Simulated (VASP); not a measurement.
Crystal: MnS.

```xyz
2
Lattice="0.0000 2.5476 2.5476 2.5476 0.0000 2.5476 2.5476 2.5476 0.0000" Properties=species:S:1:pos:R:3 pbc="T T T"
Mn    0.0000    0.0000    0.0000
S     2.5476    2.5476    2.5476
```

```yaml
Program: VASP 6.6.1
Task: relaxation of cell and atoms
Functional: PBE
Dispersion: D3(BJ)
Potentials_or_basis: VASP PAW PBE potentials, release 64 (Mn_pv, S)
Cutoff: 600 eV
k_mesh: 14 × 14 × 14
Occupations: gaussian, width 0.1 eV
Spin: collinear spin, ferromagnetic start
Starting_moments: "[4.42, 0.14] μB"
```

At the start: pressure -4.3 GPa; volume 16.53 Å³/atom.

Q: Where does the relaxation end?

A: Over 12 steps the energy falls by 12.6 meV/atom and the volume is 15.82 Å³/atom (-4.3 %); space group Fm-3m (No. 225, to 0.1 Å) before and after; moment 4.38 μB per cell.

The path:
```
step  energy change (eV)  largest force (eV/Å)  pressure (GPa)  volume (Å³)
   1              0.0000                0.0000           -4.29        33.07
   2              0.2401                0.0000           29.59        30.99
   3             -0.0071                0.0000           -3.78        32.79
   4             -0.0120                0.0000           -3.46        32.57
   5             -0.0245                0.0000           -1.48        31.78
   6             -0.0045                0.0000           46.67        31.38
   7             -0.0247                0.0000           -1.28        31.75
   8             -0.0250                0.0000            1.37        31.60
   9             -0.0252                0.0000           -0.54        31.68
  10             -0.0252                0.0000            0.19        31.64
  11             -0.0250                0.0000           -1.04        31.72
  12             -0.0252                0.0000            0.02        31.65
```

Final structure:
```
CELL_PARAMETERS angstrom
0.00000 2.51053 2.51053
2.51053 0.00000 2.51053
2.51053 2.51053 0.00000
ATOMIC_POSITIONS crystal
Mn 0.00000 0.00000 0.00000
S 0.50000 0.50000 0.50000
```

Caveat: a cell with one magnetic atom can't hold antiferromagnetic order, which such compounds often take.
